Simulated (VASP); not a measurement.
# KBr in VASP: further runs, part 2 of 2

VASP 6.6.1. The steps go on from the part before.

**3. Single point, PBE**

This run uses another cell than the first one, of 37.90 Å³/atom, 1.030 times its volume.

The input, INCAR:

```
SYSTEM = KBr
ALGO = Normal
EDIFF = 1E-6
ENCUT = 500
GGA = PE
GGA_COMPAT = .FALSE.
ISIF = 2
ISMEAR = 0
LASPH = .TRUE.
LCHARG = .TRUE.
LELF = .TRUE.
LREAL = .FALSE.
LVHAR = .TRUE.
LWAVE = .FALSE.
NBANDS = 15
NELM = 120
PREC = Accurate
SIGMA = 0.15
```

The input, KPOINTS:

```
k-points
0
G
  4 4 4
  0 0 0
```

The input, POSCAR:

```
KBr
1.0
    2.4053809863      1.3887473600      3.7816347195
   -2.4053809863      1.3887473600      3.7816347195
    0.0000000000     -2.7774947199      3.7816347195
K Br
1 1
Direct
    0.3754451475      0.3754451475      0.3754451475
    0.8711731625      0.8711731625      0.8711731625
```

Potentials or basis: VASP PAW PBE potentials, release 64 (K_sv, Br).

Run with:

```bash
$ cat potpaw_PBE.64/K_sv/POTCAR potpaw_PBE.64/Br/POTCAR > POTCAR
$ mpirun -np 1 vasp_std > vasp.out
```

OUTCAR:

```text
SYSTEM = KBr
   EDIFF = 1E-6
   ENCUT = 500
   GGA = PE
   ISIF = 2
   ISMEAR = 0
   LASPH = .TRUE.
   LREAL = .FALSE.
   NELM = 120
   PREC = Accurate

 ion  position               nearest neighbor table
   1  0.375  0.375  0.375-
   2  0.871  0.871  0.871-

  LATTYP: Found a trigonal (rhomboedric) cell.
 ALAT       =     4.6920398625
 COS(alpha) =     0.4743770046

  Lattice vectors:

 A1 = (   2.4053809863,   1.3887473600,   3.7816347195)
 A2 = (  -2.4053809863,   1.3887473600,   3.7816347195)
 A3 = (   0.0000000000,  -2.7774947199,   3.7816347195)

Analysis of symmetry for initial positions (statically):
=====================================================================
 Subroutine PRICEL returns:
 Original cell was already a primitive cell.

 Routine SETGRP: Setting up the symmetry group for a
 trigonal (rhombohedral) supercell.

 Subroutine GETGRP returns: Found  6 space group operations
 (whereof  6 operations were pure point group operations)
 out of a pool of 12 trial point group operations.

The static configuration has the point symmetry C_3v.

Analysis of symmetry for dynamics (positions and initial velocities):
=====================================================================
 Subroutine PRICEL returns:
 Original cell was already a primitive cell.

 Routine SETGRP: Setting up the symmetry group for a
 trigonal (rhombohedral) supercell.

 Subroutine GETGRP returns: Found  6 space group operations
 (whereof  6 operations were pure point group operations)
 out of a pool of 12 trial point group operations.

The dynamic configuration has the point symmetry C_3v.

 Subroutine INISYM returns: Found  6 space group operations
 (whereof  6 operations are pure point group operations),
 and found     1 'primitive' translations

----------------------------------------------------------------------------------------

                                     Primitive cell

  volume of cell :      75.7945

  direct lattice vectors                    reciprocal lattice vectors
     2.405380986  1.388747360  3.781634719     0.207867279  0.120012229  0.088145302
    -2.405380986  1.388747360  3.781634719    -0.207867279  0.120012229  0.088145302
     0.000000000 -2.777494720  3.781634719     0.000000000 -0.240024459  0.088145302

  length of vectors
     4.692039862  4.692039862  4.692039862     0.255697741  0.255697741  0.255697741

  position of ions in fractional coordinates (direct lattice)
     0.375445148  0.375445148  0.375445148
     0.871173162  0.871173162  0.871173162

  ion indices of the primitive-cell ions
   primitive index   ion index
                 1           1
                 2           2

----------------------------------------------------------------------------------------

 KPOINTS: k-points

Automatic generation of k-mesh.
 Grid dimensions read from file:
 generate k-points for:    4    4    4

 Generating k-lattice:

  Cartesian coordinates                     Fractional coordinates (reciprocal lattice)
     0.051966820  0.030003057  0.022036325     0.250000000  0.000000000 -0.000000000
[... 28 lines left out ...]
  0.500000  0.500000  0.500000      1.000000
   k-points           NKPTS =     13   k-points in BZ     NKDIM =     13   number of bands    NBANDS=     15
   number of dos      NEDOS =    301   number of ions     NIONS =      2
   total plane-waves  NPLWV =  46656
   dimension x,y,z NGX =    36 NGY =   36 NGZ =   36
   dimension x,y,z NGXF=    72 NGYF=   72 NGZF=   72
   ions per type =               1   1
   NGX,Y,Z   is equivalent  to a cutoff of  12.76, 12.76, 12.76 a.u.
   NGXF,Y,Z  is equivalent  to a cutoff of  25.51, 25.51, 25.51 a.u.
 SYSTEM =  KBr
   PREC   = accura    normal or accurate (medium, high low for compatibility)
   ISTART =      0    job   : 0-new  1-cont  2-samecut
   ICHARG =      2    charge: 1-file 2-atom 10-const
   ISPIN  =      1    spin polarized calculation?
   LNONCOLLINEAR =      F non collinear calculations
   LSORBIT =      F    spin-orbit coupling
   LASPH  =      T    aspherical Exc in radial PAW
   ENCUT  =  500.0 eV  36.75 Ry    6.06 a.u.   8.55  8.55  8.55*2*pi/ulx,y,z
   NELM   =    120;   NELMIN=  2; NELMDL= -5     # of ELM steps
   EDIFF  = 0.1E-05   stopping-criterion for ELM
   LREAL  =      F    real-space projection
   EDIFFG = 0.1E-04   stopping-criterion for IOM
   NSW    =      0    number of steps for IOM
   IBRION =     -1    ionic relax: 0-MD 1-quasi-New 2-CG
   NFREE  =      0    steps in history (QN), initial steepest desc. (CG)
   ISIF   =      2    stress and relaxation
   ISYM   =      2    0-nonsym 1-usesym 2-fastsym
   POTIM  = 0.5000    time-step for ionic-motion
   TEBEG  =    0.0;   TEEND  =   0.0 temperature during run
   PSTRESS=    0.0 pullay stress
   NELECT =      16.0000    total number of electrons
   NUPDOWN=      -1.0000    fix difference up-down
   EMIN   =  10.00;   EMAX   =-10.00  energy-range for DOS
   EFERMI =   0.00;   METHOD = LEGACY
   ISMEAR =     0;   SIGMA  =   0.15  broadening in eV -4-tet -1-fermi 0-gaus
   EFERMI_NEDOS =   21; number of points for ismear=-14 and -15
   IALGO  =     38    algorithm
   IMIX   =      4    mixing-type and parameters
     AMIX     =   0.40;   BMIX     =  1.00
     AMIX_MAG =   1.60;   BMIX_MAG =  1.00
  volume/ion in A,a.u.               =      37.90       255.74
  Fermi-wavevector in a.u.,A,eV,Ry     =   0.974770  1.842048 12.927938  0.950177
  Thomas-Fermi vector in A             =   2.105256
   LORBIT       =      0    0 simple, 1 ext, 2 COOP (PROOUT), +10 PAW based schemes
   GGA     = PE    functional components
   LHFCALC =     F    Hartree Fock is set to
   AEXX    =    0.0000 exact exchange contribution
   IVDW    =     0    specifies the selected vdW correction
   LEPSILON=     F    determine dielectric tensor
   LRPA    =     F    only Hartree local field effects (RPA)
 non-spin polarized calculation
 Gauss-broadening in eV      SIGMA  =   0.15
  energy-cutoff  :      500.00
  volume of cell :       75.79
 maximum number of plane-waves:      1943
 NGX is ok and might be reduce to    36
   NGX = 17   NGY = 17   NGZ = 17

 number of electron      15.9999999 magnetization

 Free energy of the ion-electron system (eV)
  ---------------------------------------------------
  ext. energy  EPLUGINS =         0.00000000
  ---------------------------------------------------
  free energy    TOTEN  =        -6.21984955 eV

  energy without entropy =       -6.21984955  energy(sigma->0) =       -6.21984955

 E-fermi :  -1.2280     XC(G=0):  -7.1609

 val. band max:       -1.8881343965   @ k =   0.0000   0.0000   0.0000
 cond. band min:       2.3503416469   @ k =   0.0000   0.0000   0.0000
 fundamental gap:      4.2384760434
 Fermi energy:        -1.2279648741

 k-point     1 :       0.0000    0.0000    0.0000
  band No.  band energies     occupation
      1     -29.8445      2.00000
      2     -14.1708      2.00000
      3     -13.3202      2.00000
      4     -13.3156      2.00000
      5     -13.3156      2.00000
      6      -1.9644      2.00000
      7      -1.9644      2.00000
      8      -1.8881      2.00000
      9       2.3503      0.00000
     10       5.5503      0.00000
     11       5.5503      0.00000
     12       5.8512      0.00000
     13       6.4450      0.00000
     14       6.4450      0.00000
[... 203 lines left out ...]
      2     -14.3228      2.00000
      3     -13.3221      2.00000
      4     -13.3221      2.00000
      5     -13.1080      2.00000
      6      -3.0027      2.00000
      7      -2.2858      2.00000
      8      -2.2858      2.00000
      9       4.5292      0.00000
     10       6.2065      0.00000
     11       7.7391      0.00000
     12       7.7391      0.00000
     13       7.8451      0.00000
     14       7.8451      0.00000
     15       8.7214      0.00000

------------------------ aborting loop because EDIFF is reached ----------------------------------------

  FORCE on cell =-STRESS in cart. coord.  units (eV):
  Direction    XX          YY          ZZ          XY          YZ          ZX
  --------------------------------------------------------------------------------------
  -------------------------------------------------------------------------------------
  Total       -0.0775872     -0.0775872      0.0926022      0.0000000      0.0000000      0.0000000
  in kB       -1.6400722     -1.6400722      1.9574644      0.0000000      0.0000000      0.0000000
  external PRESSURE =      -0.4408933 kB  Pullay stress =       0.0000000 kB

 VOLUME and BASIS-vectors are now :
 -----------------------------------------------------------------------------
  energy-cutoff  :      500.00
  volume of cell :       75.79
      direct lattice vectors                 reciprocal lattice vectors
     2.405380986  1.388747360  3.781634719     0.207867279  0.120012229  0.088145302
    -2.405380986  1.388747360  3.781634719    -0.207867279  0.120012229  0.088145302
     0.000000000 -2.777494720  3.781634719     0.000000000 -0.240024459  0.088145302

 POSITION                                       TOTAL-FORCE (eV/Angst)
 -----------------------------------------------------------------------------------
      0.00000      0.00000      4.25939         0.000000     -0.000000     -0.044438
      0.00000      0.00000      9.88338         0.000000      0.000000      0.044438
 -----------------------------------------------------------------------------------
    total drift:                               -0.000000      0.000000      0.000079

  FREE ENERGIE OF THE ION-ELECTRON SYSTEM (eV)
  ---------------------------------------------------
  free  energy   TOTEN  =        -6.2198495475 eV

  energy  without entropy=       -6.2198495475  energy(sigma->0) =       -6.21984955
```

stdout:

```text
POSCAR found type information on POSCAR K Br
 POSCAR found :  2 types and       2 ions
 scaLAPACK will be used
 LDA part: xc-table for (Slater+PW92), standard interpolation
 POSCAR, INCAR and KPOINTS ok, starting setup
 FFT: planning ... GRIDC
 FFT: planning ... GRID_SOFT
 FFT: planning ... GRID
 WAVECAR not read
 entering main loop
```

Run time: 48 s. Hardware: 1 thread of Intel Xeon 8259CL, shared host; peak memory 0.21 GiB.

What came out:

```yaml
Free_energy: -6.2198 eV
Pressure: 0.0 GPa
Largest_force: 0.044 eV/Å
Band_gap_on_the_k_mesh: 4.24 eV, direct
```

Forces in eV/Å, atoms in the order of the input:
```
K    0.000  0.000 -0.044
Br   0.000  0.000  0.044
```
